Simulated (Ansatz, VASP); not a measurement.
MgTeF6: VASP beside Ansatz

```xyz
8
Lattice="3.4648 0.0000 0.0000 0.0000 3.4648 0.0000 0.0000 0.0000 7.2142" Properties=species:S:1:pos:R:3 pbc="T T T"
Mg    0.0000    0.0000    0.0000
Te    0.0000    0.0000    3.6071
F     1.7324    1.7324    0.0000
F     1.7324    1.7324    3.6071
F     1.7324    0.0000    2.0138
F     1.7324    0.0000    5.2004
F     0.0000    1.7324    2.0138
F     0.0000    1.7324    5.2004
```

Change from the starting cell: species swapped into the MnCrPt6 type (P4/mmm, No. 123).

Alike in both runs: functional PBE; k mesh 4 × 4 × 2; occupations gaussian, width 0.1 eV; no spin polarisation.

Ansatz relaxed the structure, and its values are those at the end. VASP's run is a single point on that final structure, the one shown.

|  | VASP | Ansatz |
| --- | --- | --- |
| version | VASP 6.6.1 | Ansatz 0.2.0 |
| potentials or method | VASP PAW PBE potentials, release 64 (Mg, Te, F), cutoff 520 eV | scalar-relativistic, plane waves, PAW |
| valence electrons in the cell | 50 | 68 |

|  | VASP | Ansatz | Ansatz less VASP |
| --- | --- | --- | --- |
| gap on the k mesh at the Fermi level (eV) | 1.76 | 1.82 | +0.055 |
| least direct gap on the mesh (eV) | 2.03 | 2.08 | +0.048 |
| pressure (GPa) | -1.1 | -0.1 | +0.95 |
| rms of the force components (eV/Å) | 0.008 | 0.002 | -0.0055 |

VASP's potentials hold 50 valence electrons a cell and Ansatz's 68, so a difference there can come from the potentials and not from the codes.

The k mesh is coarse, so the values compare programs but aren't converged. Spin-orbit coupling is off throughout.
